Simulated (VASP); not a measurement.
Input of a VASP 6.6.1 run:

INCAR

```
ALGO = Fast
EDIFF = 1E-6
ENCUT = 520
GGA = PE
ISIF = 2
ISMEAR = 0
IVDW = 12
LASPH = True
LCHARG = False
LREAL = False
LWAVE = False
NBANDS = 8
NELM = 60
PREC = Accurate
SIGMA = 0.15
```

The input KPOINTS:

```
k-points
0
Gamma
  26 26 26
```

The input POSCAR:

```
Al
1.0
    0.0000000000      1.9913628292      2.0909309707
    1.9913628292      0.0000000000      2.0909309707
    1.9913628292      1.9913628292      0.0000000000
Al
1
Direct
    0.0000000000      0.0000000000      0.0000000000
```

Potentials or basis: VASP PAW PBE potentials, release 64 (Al).

The run is started by

```console
$ cat potpaw_PBE.64/Al/POTCAR > POTCAR
$ mpirun -np 1 vasp_std > vasp.out
```

(1) What does it give for the dispersion energy per atom?

(2) Predict the pressure.

Answers

(1) -0.335 eV.

(2) -3.7 GPa.

Caveat: the cell differs from its parent crystal (strain +0.0500 x Voigt [0, 0, 1, 0, 0, 0]); pairwise dispersion overbinds metals, which lowers pressure and volume.
